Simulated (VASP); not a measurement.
# TaN (R-3m) in VASP: notebook

The runs below take TaN through single point, with r2SCAN.

Everything below comes from runs of VASP 6.6.1. Logs are shortened: lines on timing, memory, paths and dates and some standing lists are left out, and cuts for length are marked.

### Step 1. The cell of the first run

It takes space group R-3m (No. 166, trigonal). Conventional cell: a = 2.582 Å, b = 2.582 Å, c = 10.752 Å, α = 90.00°, β = 90.00°, γ = 120.00°. Within 3.1 Å of Ta (site symmetry -3m) lie 6 N at 2.33 Å and 6 Ta at 2.58 Å. N (site symmetry -3m) has 6 Ta at 2.33 Å and 6 N at 2.58 Å within 3.1 Å.

### Step 2. Single point, r2SCAN

File POSCAR:

```
TaN
1.0
    0.8520159090      2.6777642855      2.6777642855
    2.6777642855      0.8520159090      2.6777642855
    2.6777642855      2.6777642855      0.8520159090
Ta N
1 1
Direct
    0.5000000000      0.5000000000      0.5000000000
    0.0000000000      0.0000000000      0.0000000000
```

File INCAR.step1:

```
ALGO = Normal
EDIFF = 1E-4
ENCUT = 520
GGA = PE
ISMEAR = 0
LASPH = True
LCHARG = False
LREAL = False
LWAVE = True
NBANDS = 15
NELM = 60
PREC = Accurate
SIGMA = 0.15
```

File INCAR.step2:

```
ALGO = Normal
EDIFF = 1E-6
ENCUT = 520
ISIF = 2
ISMEAR = 0
ISTART = 1
LASPH = True
LCHARG = True
LELF = True
LMIXTAU = True
LREAL = False
LVHAR = True
LWAVE = False
METAGGA = R2SCAN
NBANDS = 15
NELM = 60
PREC = Accurate
SIGMA = 0.15
```

File KPOINTS:

```
k-points
0
Gamma
  20 20 20
```

Potentials or basis: VASP PAW PBE potentials, release 64 (Ta_pv, N).

On the command line:

```
$ cat potpaw_PBE.64/Ta_pv/POTCAR potpaw_PBE.64/N/POTCAR > POTCAR
$ cp INCAR.step1 INCAR
$ mpirun -np 1 vasp_std > vasp.out
$ cp INCAR.step2 INCAR
$ mpirun -np 1 vasp_std > vasp.out
```

OUTCAR:

```text
EDIFF = 1E-6
   ENCUT = 520
   ISIF = 2
   ISMEAR = 0
   ISTART = 1
   LASPH = True
   LREAL = False
   METAGGA = R2SCAN
   NELM = 60
   PREC = Accurate

 ion  position               nearest neighbor table
   1  0.500  0.500  0.500-   2 2.33   2 2.33   2 2.33   2 2.33   2 2.33   2 2.33
   2  0.000  0.000  0.000-   1 2.33   1 2.33   1 2.33   1 2.33   1 2.33   1 2.33

  LATTYP: Found a trigonal (rhomboedric) cell.
 ALAT       =     3.8815942919
 COS(alpha) =     0.7787610619

  Lattice vectors:

 A1 = (   0.8520159090,   2.6777642855,   2.6777642855)
 A2 = (   2.6777642855,   0.8520159090,   2.6777642855)
 A3 = (   2.6777642855,   2.6777642855,   0.8520159090)

Analysis of symmetry for initial positions (statically):
=====================================================================
 Subroutine PRICEL returns:
 Original cell was already a primitive cell.

 Routine SETGRP: Setting up the symmetry group for a
 trigonal (rhombohedral) supercell.

 Subroutine GETGRP returns: Found 12 space group operations
 (whereof 12 operations were pure point group operations)
 out of a pool of 12 trial point group operations.

The static configuration has the point symmetry D_3d.

Analysis of symmetry for dynamics (positions and initial velocities):
=====================================================================
 Subroutine PRICEL returns:
 Original cell was already a primitive cell.

 Routine SETGRP: Setting up the symmetry group for a
 trigonal (rhombohedral) supercell.

 Subroutine GETGRP returns: Found 12 space group operations
 (whereof 12 operations were pure point group operations)
 out of a pool of 12 trial point group operations.

The dynamic configuration has the point symmetry D_3d.

 Subroutine INISYM returns: Found 12 space group operations
 (whereof 12 operations are pure point group operations),
 and found     1 'primitive' translations

----------------------------------------------------------------------------------------

                                     Primitive cell

  volume of cell :      20.6920

  direct lattice vectors                    reciprocal lattice vectors
     0.852015909  2.677764285  2.677764285    -0.311448970  0.236271632  0.236271632
     2.677764285  0.852015909  2.677764285     0.236271632 -0.311448970  0.236271632
     2.677764285  2.677764285  0.852015909     0.236271632  0.236271632 -0.311448970

  length of vectors
     3.881594292  3.881594292  3.881594292     0.456781161  0.456781161  0.456781161

  position of ions in fractional coordinates (direct lattice)
     0.500000000  0.500000000  0.500000000
     0.000000000  0.000000000  0.000000000

[... 84 lines left out ...]
   POTIM  = 0.5000    time-step for ionic-motion
   TEBEG  =    0.0;   TEEND  =   0.0 temperature during run
   PSTRESS=    0.0 pullay stress
   NELECT =      16.0000    total number of electrons
   NUPDOWN=      -1.0000    fix difference up-down
   EMIN   =  10.00;   EMAX   =-10.00  energy-range for DOS
   EFERMI =   0.00;   METHOD = LEGACY
   ISMEAR =     0;   SIGMA  =   0.15  broadening in eV -4-tet -1-fermi 0-gaus
   EFERMI_NEDOS =   21; number of points for ismear=-14 and -15
   IALGO  =     38    algorithm
   IMIX   =      4    mixing-type and parameters
     AMIX     =   0.40;   BMIX     =  1.00
     AMIX_MAG =   1.60;   BMIX_MAG =  1.00
  volume/ion in A,a.u.               =      10.35        69.82
  Fermi-wavevector in a.u.,A,eV,Ry     =   1.502615  2.839530 30.719922  2.257851
  Thomas-Fermi vector in A             =   2.613832
   LORBIT       =      0    0 simple, 1 ext, 2 COOP (PROOUT), +10 PAW based schemes
   METAGGA = R2SCAN    functional components
   LHFCALC =     F    Hartree Fock is set to
   AEXX    =    0.0000 exact exchange contribution
   IVDW    =     0    specifies the selected vdW correction
   LEPSILON=     F    determine dielectric tensor
   LRPA    =     F    only Hartree local field effects (RPA)
 non-spin polarized calculation
 Gauss-broadening in eV      SIGMA  =   0.15
  energy-cutoff  :      520.00
  volume of cell :       20.69
 maximum number of plane-waves:       572
 NGX is ok and might be reduce to    30

 number of electron      15.9999999 magnetization

 Free energy of the ion-electron system (eV)
  ---------------------------------------------------
  ext. energy  EPLUGINS =         0.00000000
  ---------------------------------------------------
  free energy    TOTEN  =       -56.56643307 eV

  energy without entropy =      -56.55880533  energy(sigma->0) =      -56.56261920

 E-fermi :   7.5851     XC(G=0): -14.6122

 val. band max:        7.5832456799   @ k =  -0.2000   0.3000   0.0500
 cond. band min:       7.5890465239   @ k =   0.1500  -0.0000  -0.0000
 fundamental gap:      0.0058008439
 Fermi energy:         7.5850915284

 k-point     1 :       0.0000    0.0000    0.0000
  band No.  band energies     occupation
      1     -28.2990      2.00000
      2     -26.8557      2.00000
      3     -26.8557      2.00000
      4      -9.9448      2.00000
      5       1.6934      2.00000
      6       3.8256      2.00000
      7       7.7955      0.04728
      8       7.7955      0.04728
      9       8.8732      0.00000
     10       8.8732      0.00000
     11      13.0786      0.00000
     12      13.0786      0.00000
     13      14.7303      0.00000
     14      19.3626      0.00000
[... 401 lines left out ...]
      2     -27.8729      2.00000
      3     -27.4778      2.00000
      4      -6.9660      2.00000
      5       0.4850      2.00000
      6       1.0516      2.00000
      7       4.5507      2.00000
      8       6.0754      2.00000
      9      11.1761      0.00000
     10      14.4001      0.00000
     11      14.9320      0.00000
     12      15.0725      0.00000
     13      17.2679      0.00000
     14      19.3631      0.00000
     15      21.6583      0.00000

 [... further k-points ...]
[... 5 lines left out ...]
  --------------------------------------------------------------------------------------
  -------------------------------------------------------------------------------------
  Total        3.5364314      3.5364314      3.5364314     -8.3474494     -8.3474494     -8.3474494
  in kB      273.8256530    273.8256530    273.8256530   -646.3424643   -646.3424643   -646.3424643
  external PRESSURE =     273.8256530 kB  Pullay stress =       0.0000000 kB

 VOLUME and BASIS-vectors are now :
 -----------------------------------------------------------------------------
  energy-cutoff  :      520.00
  volume of cell :       20.69
      direct lattice vectors                 reciprocal lattice vectors
     0.852015909  2.677764285  2.677764285    -0.311448970  0.236271632  0.236271632
     2.677764285  0.852015909  2.677764285     0.236271632 -0.311448970  0.236271632
     2.677764285  2.677764285  0.852015909     0.236271632  0.236271632 -0.311448970

 POSITION                                       TOTAL-FORCE (eV/Angst)
 -----------------------------------------------------------------------------------
      3.10377      3.10377      3.10377        -0.000000      0.000000      0.000000
      0.00000      0.00000      0.00000         0.000000     -0.000000     -0.000000
 -----------------------------------------------------------------------------------
    total drift:                               -0.000000     -0.000000      0.000000

  FREE ENERGIE OF THE ION-ELECTRON SYSTEM (eV)
  ---------------------------------------------------
  free  energy   TOTEN  =       -56.5664330701 eV

  energy  without entropy=      -56.5588053316  energy(sigma->0) =      -56.56261920
```

OUTCAR.step1:

```text
EDIFF = 1E-4
   ENCUT = 520
   GGA = PE
   ISMEAR = 0
   LASPH = True
[... 654 lines left out ...]
 -----------------------------------------------------------------------------------
      3.10377      3.10377      3.10377         0.000000     -0.000000      0.000000
      0.00000      0.00000      0.00000        -0.000000      0.000000     -0.000000
 -----------------------------------------------------------------------------------
    total drift:                               -0.000000     -0.000000      0.000000

  FREE ENERGIE OF THE ION-ELECTRON SYSTEM (eV)
  ---------------------------------------------------
  free  energy   TOTEN  =       -18.7944401504 eV

  energy  without entropy=      -18.7864500874  energy(sigma->0) =      -18.79044512
```

OSZICAR.step1:

```text
N       E                     dE             d eps       ncg     rms          rms(c)
DAV:   1     0.915370532357E+02    0.91537E+02   -0.88038E+03 23470   0.114E+03
DAV:   2    -0.187496746812E+02   -0.11029E+03   -0.10294E+03 28673   0.300E+02
DAV:   3    -0.212598392099E+02   -0.25102E+01   -0.24938E+01 26314   0.430E+01
DAV:   4    -0.212698279730E+02   -0.99888E-02   -0.99841E-02 31089   0.283E+00
DAV:   5    -0.212698961545E+02   -0.68182E-04   -0.68176E-04 26523   0.210E-01    0.233E+01
DAV:   6    -0.199475211710E+02    0.13224E+01   -0.50464E+00 32233   0.271E+01    0.120E+01
DAV:   7    -0.189009231685E+02    0.10466E+01   -0.13315E+00 29163   0.131E+01    0.916E+00
DAV:   8    -0.188041568294E+02    0.96766E-01   -0.23904E-01 28988   0.596E+00    0.811E-01
DAV:   9    -0.187944621603E+02    0.96947E-02   -0.18544E-02 29674   0.158E+00    0.253E-01
DAV:  10    -0.187944609285E+02    0.12318E-05   -0.19591E-03 27938   0.420E-01    0.410E-02
DAV:  11    -0.187944401504E+02    0.20778E-04   -0.35787E-05 15763   0.553E-02
   1 F= -.18794440E+02 E0= -.18790445E+02  d E =-.799006E-02
```

It took 21 min on 1 thread of AMD EPYC 7R43 (Zen 3), shared host; peak memory 0.36 GiB.

Results:

- Free energy: -56.5664 eV
- Pressure: 27.4 GPa
- Band gap on the k mesh: zero (bands 8 and 9 overlap by 1.04 eV)

Caveat: the cell stands under pressure; an empty level that is flat over the whole mesh can mark a ghost state of the potentials, or a narrow d or f band; the PAW data sets were made with another functional, which shifts forces and pressure a little; spin-orbit coupling is left out, which moves the levels of the heavy elements.

### Step 3. Single point, r2SCAN

This run uses another cell than the first one, of the same volume but with other edges.

File POSCAR:

```
TaN
1.0
   -0.1041764838      2.1281767411      2.1281767411
    2.1281767411     -0.1041764838      2.1281767411
    2.1281767411      2.1281767411     -0.1041764838
Ta N
1 1
Direct
    0.5000000000      0.5000000000      0.5000000000
    0.0000000000      0.0000000000      0.0000000000
```

File INCAR.step1:

```
PREC     = Accurate       # precision mode
ENCUT    = 520            # plane-wave cutoff, eV
ISMEAR   = 0              # smearing method
SIGMA    = 0.15           # smearing width, eV
LREAL    = F              # projectors in reciprocal space
LASPH    = T              # aspherical terms in the spheres
NELM     = 60             # most SCF steps
NBANDS   = 15             # bands
GGA      = PE             # functional
ALGO     = Normal         # electronic algorithm
EDIFF    = 1E-4           # SCF threshold, eV
LWAVE    = T              # write WAVECAR
LCHARG   = F              # write CHGCAR
```

File INCAR.step2:

```
PREC     = Accurate       # precision mode
ENCUT    = 520            # plane-wave cutoff, eV
EDIFF    = 1E-7           # SCF threshold, eV
ISMEAR   = 0              # smearing method
SIGMA    = 0.15           # smearing width, eV
LREAL    = F              # projectors in reciprocal space
LASPH    = T              # aspherical terms in the spheres
NELM     = 60             # most SCF steps
ALGO     = Normal         # electronic algorithm
ISIF     = 2              # what is computed and relaxed
LWAVE    = F              # write WAVECAR
LCHARG   = T              # write CHGCAR
METAGGA  = R2SCAN         # meta-GGA
LMIXTAU  = T            
LELF     = T              # ELF
LVHAR    = T            
NBANDS   = 15             # bands
ISTART   = 1
```

File KPOINTS:

```
regular mesh
0
Gamma
  20 20 20
```

Potentials or basis: VASP PAW PBE potentials, release 64 (Ta_pv, N).

On the command line:

```
$ cat potpaw_PBE.64/Ta_pv/POTCAR potpaw_PBE.64/N/POTCAR > POTCAR
$ cp INCAR.step1 INCAR
$ mpirun -np 1 vasp_std > vasp.out
$ cp INCAR.step2 INCAR
$ mpirun -np 1 vasp_std > vasp.out
```

It took 16 min on 1 thread of AMD EPYC 7R43 (Zen 3), shared host; peak memory 0.31 GiB.

Results (log left out):

* Free energy: -59.5738 eV
* Pressure: 12.2 GPa
* Band gap on the k mesh: zero (bands 8 and 9 overlap by 5.15 eV)

Stress tensor (GPa, compression positive):
```
12.20  3.48  3.48
 3.48 12.20  3.48
 3.48  3.48 12.20
```

Levels at points of the mesh, in eV from the Fermi level:
```tsv
k point	band 6	band 7	band 8	band 9	band 10	band 11
(0.00, 0.00, 0.00)	-4.26	-3.88	-2.65	-2.65	-1.49	0.28
(0.50, 0.00, 0.00)	-8.32	-7.56	1.28	1.38	3.25	4.39
(0.50, 0.50, 0.00)	-5.76	-5.20	-4.76	2.24	3.54	3.91
(0.50, 0.50, 0.50)	-8.57	-8.57	2.50	2.55	2.55	3.98
```

Caveat: the cell stands under pressure; the PAW data sets were made with another functional, which shifts forces and pressure a little; spin-orbit coupling is left out, which moves the levels of the heavy elements.

### Step 4. Single point, r2SCAN

This run uses another cell than the first one, of the same volume but with other edges.

File POSCAR:

```
TaN
1.0
    0.1132699494      2.2370814999      2.2370814999
    2.2370814999      0.1132699494      2.2370814999
    2.2370814999      2.2370814999      0.1132699494
Ta N
1 1
Direct
    0.5000000000      0.5000000000      0.5000000000
    0.0000000000      0.0000000000      0.0000000000
```

File INCAR.step1:

```
PREC     = Accurate       # precision mode
ENCUT    = 520            # plane-wave cutoff, eV
ISMEAR   = 0              # smearing method
SIGMA    = 0.15           # smearing width, eV
LREAL    = False          # projectors in reciprocal space
LASPH    = True           # aspherical terms in the spheres
NELM     = 100            # most SCF steps
NBANDS   = 15             # bands
GGA      = PE             # functional
ALGO     = Normal         # electronic algorithm
EDIFF    = 1E-4           # SCF threshold, eV
LWAVE    = True           # write WAVECAR
LCHARG   = False          # write CHGCAR
```

File INCAR.step2:

```
PREC     = Accurate       # precision mode
ENCUT    = 520            # plane-wave cutoff, eV
EDIFF    = 1E-6           # SCF threshold, eV
ISMEAR   = 0              # smearing method
SIGMA    = 0.15           # smearing width, eV
LREAL    = False          # projectors in reciprocal space
LASPH    = True           # aspherical terms in the spheres
NELM     = 100            # most SCF steps
ALGO     = Normal         # electronic algorithm
ISIF     = 2              # what is computed and relaxed
LWAVE    = False          # write WAVECAR
LCHARG   = False          # write CHGCAR
METAGGA  = R2SCAN         # meta-GGA
LMIXTAU  = True         
NBANDS   = 15             # bands
ISTART   = 1
```

File KPOINTS:

```
Automatic mesh
0
Gamma
  20 20 20
```

On the command line:

```
$ cat potpaw_PBE.64/Ta_pv/POTCAR potpaw_PBE.64/N/POTCAR > POTCAR
$ cp INCAR.step1 INCAR
$ mpirun -np 1 vasp_std > vasp.out
$ cp INCAR.step2 INCAR
$ mpirun -np 1 vasp_std > vasp.out
```

It took 24 min on 1 thread of AMD EPYC 7R43 (Zen 3), shared host; peak memory 0.31 GiB.

It converged, with:

- Free energy: -59.5785 eV
- Pressure: 12.3 GPa
- Band gap on the k mesh: zero (bands 8 and 9 overlap by 3.48 eV)

Stress tensor (GPa, compression positive):
```
12.31 -2.43 -2.43
-2.43 12.31 -2.43
-2.43 -2.43 12.31
```

Levels at points of the mesh, in eV from the Fermi level:
```
           k point  band 4  band 5  band 6  band 7  band 8  band 9  band 10  band 11  band 12  band 13
(0.00, 0.00, 0.00)  -20.15   -4.42   -3.94   -3.94   -3.10   -1.81    -1.81     0.33     0.33     2.29
(0.50, 0.00, 0.00)  -16.91  -10.94   -8.63   -7.82    0.87    2.89     3.10     4.20     8.15     8.47
(0.50, 0.50, 0.00)  -18.89   -7.07   -5.75   -5.15   -4.74    2.26     3.56     3.97     4.97     8.05
(0.50, 0.50, 0.50)  -17.14  -11.06   -7.58   -7.58    1.66    1.66     1.76     4.69     7.67     7.67
```

Caveat: the cell stands under pressure; the PAW data sets were made with another functional, which shifts forces and pressure a little; spin-orbit coupling is left out, which moves the levels of the heavy elements.

### Step 5. Summary

```tsv
cell	gap on the mesh (eV)	pressure (GPa)
a = 3.882 Å, angles 38.9°, 2 atoms	none	27.4
a = 3.011 Å, angles 63.2°, 2 atoms	none	12.2
a = 3.166 Å, angles 56.6°, 2 atoms	none	12.3
```

Alike in all rows: task single point; level r2SCAN; potentials or basis VASP PAW PBE potentials, release 64 (Ta_pv, N); no spin polarisation; k mesh 20 × 20 × 20; cutoff (eV) 520; smearing gaussian 0.15 eV.

Caveats: the cell stands under pressure; the PAW data sets were made with another functional, which shifts forces and pressure a little; spin-orbit coupling is left out, which moves the levels of the heavy elements; an empty level that is flat over the whole mesh can mark a ghost state of the potentials, or a narrow d or f band (at least some runs).

Total energies depend on the potentials used, so only differences within one code and one set of settings carry meaning.

The gap in the log of VASP goes by the Fermi energy; the results here count the filled bands.